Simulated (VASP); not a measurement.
# Si (P6mm) in VASP: single point with r2SCAN

Aim: the single point of Si with r2SCAN.

All numbers are computed with VASP 6.6.1; they aren't measurements. Logs are shortened: lines on timing, memory, paths and dates and some standing lists are left out, and cuts for length are marked.

**1. The cell of the first run**

Symmetry: P6mm, No. 183, hexagonal system. Conventional cell: a = 5.258 Å, b = 5.258 Å, c = 4.988 Å, α = 90.00°, β = 90.00°, γ = 120.00°. Si (site symmetry 6mm) has 8 Si at 2.19 to 2.79 Å within 2.9 Å. Within 2.9 Å of Si (site symmetry 6mm) lie 8 Si at 2.19 to 2.79 Å. Within 3.3 Å of Si (site symmetry 2mm) lie 8 Si at 2.49 to 2.65 Å. Within 3.9 Å of Si (site symmetry 2mm) lie 20 Si at 2.49 to 3.84 Å.

**2. Single point, r2SCAN (atom 1 (Si) moved by (+0.000, -0.300) A along x and z)**

POSCAR

```
Si
1.0
    0.0000000000      0.0000000000      4.9875981450
    2.6290009028     -4.5535631367      0.0000000000
    2.6290009028      4.5535631368      0.0000000000
Si
8
Direct
   -0.0601491923      0.5000000000      0.0000000000
    0.5000000000      0.5000000000      0.0000000000
    0.0000000000      0.0000000000      0.0000000000
    0.5000000000      0.0000000000      0.0000000000
    0.0000000000      0.5000000000      0.5000000000
    0.5000000000      0.5000000000      0.5000000000
    0.0000000000      0.0000000000      0.5000000000
    0.5000000000      0.0000000000      0.5000000000
```

INCAR.step1

```
SYSTEM = Si
ALGO = Normal
EDIFF = 1E-4
ENCUT = 520
GGA = PE
ISMEAR = 0
LASPH = .TRUE.
LCHARG = .FALSE.
LREAL = .FALSE.
LWAVE = .TRUE.
NBANDS = 26
NELM = 60
PREC = Accurate
SIGMA = 0.15
```

INCAR.step2

```
SYSTEM = Si
ALGO = Normal
EDIFF = 1E-7
ENCUT = 520
ISIF = 2
ISMEAR = 0
ISTART = 1
LASPH = .TRUE.
LCHARG = .TRUE.
LELF = .TRUE.
LMIXTAU = .TRUE.
LREAL = .FALSE.
LVHAR = .TRUE.
LWAVE = .FALSE.
METAGGA = R2SCAN
NBANDS = 26
NELM = 60
PREC = Accurate
SIGMA = 0.15
```

KPOINTS

```
k-points
0
G
  12 12 12
  0 0 0
```

Potentials or basis: VASP PAW PBE potentials, release 64 (Si).

Command:

```console
cat potpaw_PBE.64/Si/POTCAR > POTCAR
cp INCAR.step1 INCAR
mpirun -np 1 vasp_std > vasp.out
cp INCAR.step2 INCAR
mpirun -np 1 vasp_std > vasp.out
```

OUTCAR:

```text
SYSTEM = Si
   EDIFF = 1E-7
   ENCUT = 520
   ISIF = 2
   ISMEAR = 0
   ISTART = 1
   LASPH = .TRUE.
   LREAL = .FALSE.
   METAGGA = R2SCAN
   NELM = 60
   PREC = Accurate

 ion  position               nearest neighbor table
   1  0.940  0.500  0.000-   2 2.19   3 2.65   3 2.65   7 2.65   7 2.65   5 2.65   5 2.65   2 2.79

   2  0.500  0.500  0.000-   1 2.19   4 2.63   4 2.63   8 2.63   8 2.63   6 2.63   6 2.63   1 2.79

   3  0.000  0.000  0.000-   4 2.49   4 2.49   5 2.63   5 2.63   7 2.63   7 2.63   1 2.65   1 2.65

   4  0.500  0.000  0.000-   3 2.49   3 2.49   2 2.63   2 2.63   6 2.63   6 2.63   8 2.63   8 2.63

   5  0.000  0.500  0.500-   6 2.49   6 2.49   7 2.63   7 2.63   3 2.63   3 2.63   1 2.65   1 2.65

   6  0.500  0.500  0.500-   5 2.49   5 2.49   8 2.63   8 2.63   4 2.63   4 2.63   2 2.63   2 2.63

   7  0.000  0.000  0.500-   8 2.49   8 2.49   5 2.63   5 2.63   3 2.63   3 2.63   1 2.65   1 2.65

   8  0.500  0.000  0.500-   7 2.49   7 2.49   6 2.63   6 2.63   2 2.63   2 2.63   4 2.63   4 2.63

  LATTYP: Found a hexagonal cell.
 ALAT       =     5.2580018055
 C/A-ratio  =     0.9485729236

  Lattice vectors:

 A1 = (   2.6290009028,  -4.5535631367,   0.0000000000)
 A2 = (   2.6290009028,   4.5535631368,   0.0000000000)
 A3 = (   0.0000000000,   0.0000000000,   4.9875981450)

Analysis of symmetry for initial positions (statically):
=====================================================================
 Subroutine PRICEL returns:
 Original cell was already a primitive cell.

 Routine SETGRP: Setting up the symmetry group for a
 hexagonal supercell.

 Subroutine GETGRP returns: Found 12 space group operations
 (whereof  4 operations were pure point group operations)
 out of a pool of 24 trial point group operations.

The static configuration has the point symmetry C_2v.
 The point group associated with its full space group is C_6v.

Analysis of symmetry for dynamics (positions and initial velocities):
=====================================================================
 Subroutine PRICEL returns:
 Original cell was already a primitive cell.

 Routine SETGRP: Setting up the symmetry group for a
 hexagonal supercell.

 Subroutine GETGRP returns: Found 12 space group operations
 (whereof  4 operations were pure point group operations)
 out of a pool of 24 trial point group operations.

The dynamic configuration has the point symmetry C_2v.
 The point group associated with its full space group is C_6v.

 Subroutine INISYM returns: Found 12 space group operations
 (whereof  4 operations are pure point group operations),
 and found     1 'primitive' translations

----------------------------------------------------------------------------------------

                                     Primitive cell

  volume of cell :     119.4163

  direct lattice vectors                    reciprocal lattice vectors
     0.000000000  0.000000000  4.987598145     0.000000000  0.000000000  0.200497308
     2.629000903 -4.553563137  0.000000000     0.190186317 -0.109804122  0.000000000
     2.629000903  4.553563137  0.000000000     0.190186317  0.109804122  0.000000000

  length of vectors
     4.987598145  5.258001806  5.258001806     0.200497308  0.219608243  0.219608243

  position of ions in fractional coordinates (direct lattice)
     0.939850808  0.500000000  1.000000000
     0.500000000  0.500000000  1.000000000
     0.000000000  0.000000000  0.000000000
     0.500000000  0.000000000  0.000000000
     0.000000000  0.500000000  0.500000000
     0.500000000  0.500000000  0.500000000
     0.000000000  0.000000000  0.500000000
     0.500000000  0.000000000  0.500000000

  ion indices of the primitive-cell ions
   primitive index   ion index
                 1           1
                 2           2
                 3           3
                 4           4
                 5           5
                 6           6
                 7           7
                 8           8

----------------------------------------------------------------------------------------

 KPOINTS: k-points

Automatic generation of k-mesh.
 Grid dimensions read from file:
 generate k-points for:   12   12   12

 Generating k-lattice:

  Cartesian coordinates                     Fractional coordinates (reciprocal lattice)
     0.000000000  0.000000000  0.016708109     0.083333333  0.000000000  0.000000000
     0.015848860 -0.009150343  0.000000000     0.000000000  0.083333333  0.000000000
     0.015848860  0.009150343  0.000000000     0.000000000 -0.000000000  0.083333333

  Length of vectors
     0.016708109  0.018300687  0.018300687

  Shift w.r.t. Gamma in fractional coordinates (k-lattice)
     0.000000000  0.000000000  0.000000000

 Subroutine IBZKPT returns following result:
 ===========================================

 Found    133 irreducible k-points:

 Following reciprocal coordinates:
            Coordinates               Weight
  0.000000  0.000000  0.000000      1.000000
  0.083333  0.000000  0.000000      2.000000
  0.166667  0.000000  0.000000      2.000000
  0.250000  0.000000  0.000000      2.000000
  0.333333  0.000000  0.000000      2.000000
  0.416667  0.000000  0.000000      2.000000
[... 16 lines left out ...]
  0.083333  0.250000  0.000000     12.000000
  0.166667  0.250000  0.000000     12.000000
 [... further k-points ...]
   k-points           NKPTS =    133   k-points in BZ     NKDIM =    133   number of bands    NBANDS=     26
   number of dos      NEDOS =    301   number of ions     NIONS =      8
   total plane-waves  NPLWV =  64000
   dimension x,y,z NGX =    40 NGY =   40 NGZ =   40
   dimension x,y,z NGXF=    80 NGYF=   80 NGZF=   80
   ions per type =               8
   NGX,Y,Z   is equivalent  to a cutoff of  13.33, 12.65, 12.65 a.u.
   NGXF,Y,Z  is equivalent  to a cutoff of  26.67, 25.29, 25.29 a.u.
 SYSTEM =  Si
   PREC   = accura    normal or accurate (medium, high low for compatibility)
   ISTART =      1    job   : 0-new  1-cont  2-samecut
   ICHARG =      0    charge: 1-file 2-atom 10-const
   ISPIN  =      1    spin polarized calculation?
   LNONCOLLINEAR =      F non collinear calculations
   LSORBIT =      F    spin-orbit coupling
   LASPH  =      T    aspherical Exc in radial PAW
   ENCUT  =  520.0 eV  38.22 Ry    6.18 a.u.   9.27  9.78  9.78*2*pi/ulx,y,z
   NELM   =     60;   NELMIN=  2; NELMDL=  0     # of ELM steps
   EDIFF  = 0.1E-06   stopping-criterion for ELM
   LREAL  =      F    real-space projection
   EDIFFG = 0.1E-05   stopping-criterion for IOM
   NSW    =      0    number of steps for IOM
   IBRION =     -1    ionic relax: 0-MD 1-quasi-New 2-CG
   NFREE  =      0    steps in history (QN), initial steepest desc. (CG)
   ISIF   =      2    stress and relaxation
   ISYM   =      2    0-nonsym 1-usesym 2-fastsym
   POTIM  = 0.5000    time-step for ionic-motion
   TEBEG  =    0.0;   TEEND  =   0.0 temperature during run
   PSTRESS=    0.0 pullay stress
   NELECT =      32.0000    total number of electrons
   NUPDOWN=      -1.0000    fix difference up-down
   EMIN   =  10.00;   EMAX   =-10.00  energy-range for DOS
   EFERMI =   0.00;   METHOD = LEGACY
   ISMEAR =     0;   SIGMA  =   0.15  broadening in eV -4-tet -1-fermi 0-gaus
   EFERMI_NEDOS =   21; number of points for ismear=-14 and -15
   IALGO  =     38    algorithm
   IMIX   =      4    mixing-type and parameters
     AMIX     =   0.40;   BMIX     =  1.00
     AMIX_MAG =   1.60;   BMIX_MAG =  1.00
  volume/ion in A,a.u.               =      14.93       100.73
  Fermi-wavevector in a.u.,A,eV,Ry     =   1.055448  1.994508 15.156498  1.113971
  Thomas-Fermi vector in A             =   2.190647
   LORBIT       =      0    0 simple, 1 ext, 2 COOP (PROOUT), +10 PAW based schemes
   METAGGA = R2SCAN    functional components
   LHFCALC =     F    Hartree Fock is set to
   AEXX    =    0.0000 exact exchange contribution
   IVDW    =     0    specifies the selected vdW correction
   LEPSILON=     F    determine dielectric tensor
   LRPA    =     F    only Hartree local field effects (RPA)
 non-spin polarized calculation
 Gauss-broadening in eV      SIGMA  =   0.15
  energy-cutoff  :      520.00
  volume of cell :      119.42
 maximum number of plane-waves:      3253
 NGX is ok and might be reduce to    40
   NGX = 19   NGY = 19   NGZ = 19

 number of electron      31.9999999 magnetization

 Free energy of the ion-electron system (eV)
  ---------------------------------------------------
  ext. energy  EPLUGINS =         0.00000000
  ---------------------------------------------------
  free energy    TOTEN  =       -66.26766533 eV

  energy without entropy =      -66.23573642  energy(sigma->0) =      -66.25170088

 E-fermi :   9.5278     XC(G=0): -11.5857

 val. band max:        9.5171059170   @ k =   0.5000   0.3333   0.2500
 cond. band min:       9.5373631435   @ k =   0.1667   0.3333   0.2500
 fundamental gap:      0.0202572265
 Fermi energy:         9.5278477498

 k-point     1 :       0.0000    0.0000    0.0000
  band No.  band energies     occupation
      1      -5.3180      2.00000
      2      -0.2884      2.00000
      3       1.0341      2.00000
      4       1.5834      2.00000
      5       1.5834      2.00000
      6       2.3514      2.00000
[... 18 lines left out ...]
     25      16.3925      0.00000
     26      16.4117      0.00000

 k-point     2 :       0.0833    0.0000    0.0000
  band No.  band energies     occupation
      1      -5.2769      2.00000
      2      -0.6410      2.00000
      3       1.2088      2.00000
      4       1.6251      2.00000
      5       1.6251      2.00000
      6       2.3884      2.00000
[... 18 lines left out ...]
     25      15.8125      0.00000
[... 608 lines left out ...]
     25      15.4710      0.00000
     26      15.6985      0.00000

 k-point    24 :       0.1667    0.2500    0.0000
  band No.  band energies     occupation
      1      -4.6947      2.00000
      2      -1.1338      2.00000
      3      -0.7828      2.00000
      4       0.6671      2.00000
      5       0.7484      2.00000
      6       2.7676      2.00000
[... 18 lines left out ...]
     25      15.3539      0.00000
     26      15.3771      0.00000

 [... further k-points ...]

------------------------ aborting loop because EDIFF is reached ----------------------------------------

  FORCE on cell =-STRESS in cart. coord.  units (eV):
  Direction    XX          YY          ZZ          XY          YZ          ZX
  --------------------------------------------------------------------------------------
  -------------------------------------------------------------------------------------
  Total        0.2544395      0.2544395      2.9259196      0.0000000      0.0000000      0.0000000
  in kB        3.4137486      3.4137486     39.2563056      0.0000000      0.0000000      0.0000000
  external PRESSURE =      15.3612676 kB  Pullay stress =       0.0000000 kB

 VOLUME and BASIS-vectors are now :
 -----------------------------------------------------------------------------
  energy-cutoff  :      520.00
  volume of cell :      119.42
      direct lattice vectors                 reciprocal lattice vectors
     0.000000000  0.000000000  4.987598145     0.000000000  0.000000000  0.200497308
     2.629000903 -4.553563137  0.000000000     0.190186317 -0.109804122  0.000000000
     2.629000903  4.553563137  0.000000000     0.190186317  0.109804122  0.000000000

 POSITION                                       TOTAL-FORCE (eV/Angst)
 -----------------------------------------------------------------------------------
      1.31450     -2.27678      4.68760        -0.000000      0.000000      2.882566
      1.31450     -2.27678      2.49380         0.000000     -0.000000     -2.236782
      0.00000      0.00000      0.00000        -0.000000     -0.000000      0.001718
      0.00000      0.00000      2.49380         0.000000     -0.000000     -0.216979
      2.62900      0.00000      0.00000        -0.000000     -0.000000      0.001718
      2.62900      0.00000      2.49380        -0.000000     -0.000000     -0.216979
      1.31450      2.27678      0.00000         0.000000     -0.000000      0.001718
      1.31450      2.27678      2.49380        -0.000000     -0.000000     -0.216979
 -----------------------------------------------------------------------------------
    total drift:                                0.000000      0.000000      0.000235

  FREE ENERGIE OF THE ION-ELECTRON SYSTEM (eV)
  ---------------------------------------------------
  free  energy   TOTEN  =       -66.2676653334 eV

  energy  without entropy=      -66.2357364236  energy(sigma->0) =      -66.25170088
```

It took 7.6 min on 1 thread of Intel Xeon 6975P-C (Granite Rapids), shared host; peak memory 0.43 GiB.

What came out:

| Quantity | Value |
| --- | --- |
| Free energy | -66.2677 eV |
| Pressure | 1.5 GPa |
| Largest force | 2.883 eV/Å |
| Band gap on the k mesh | zero (bands 16 and 17 overlap by 3.23 eV) |

Forces in eV/Å, atoms in the order of the input:
```
Si   0.000  0.000  2.883
Si   0.000  0.000 -2.237
Si   0.000  0.000  0.002
Si   0.000  0.000 -0.217
Si   0.000  0.000  0.002
Si   0.000  0.000 -0.217
Si   0.000  0.000  0.002
Si   0.000  0.000 -0.217
```

Levels at points of the mesh, in eV from the Fermi level:
```csv
k point,band 12,band 13,band 14,band 15,band 16,band 17,band 18,band 19,band 20,band 21
"(0.00, 0.00, 0.00)",-3.22,-2.32,-2.30,-2.30,-1.97,-1.97,-1.95,1.58,1.58,1.77
"(0.50, 0.00, 0.00)",-5.78,-5.48,-5.48,-1.57,-1.08,3.22,4.10,4.10,4.24,4.24
"(0.00, 0.50, 0.00)",-2.96,-2.50,-2.24,-1.88,-1.86,1.00,1.06,1.89,1.91,3.27
"(0.50, 0.50, 0.00)",-1.21,-0.88,-0.69,-0.51,-0.38,-0.35,-0.13,0.06,0.58,2.86
```

Caveat: the cell differs from its parent crystal (atom 1 (Si) moved by (+0.000, -0.300) A along x and z); the PAW data sets were made with another functional, which shifts forces and pressure a little.
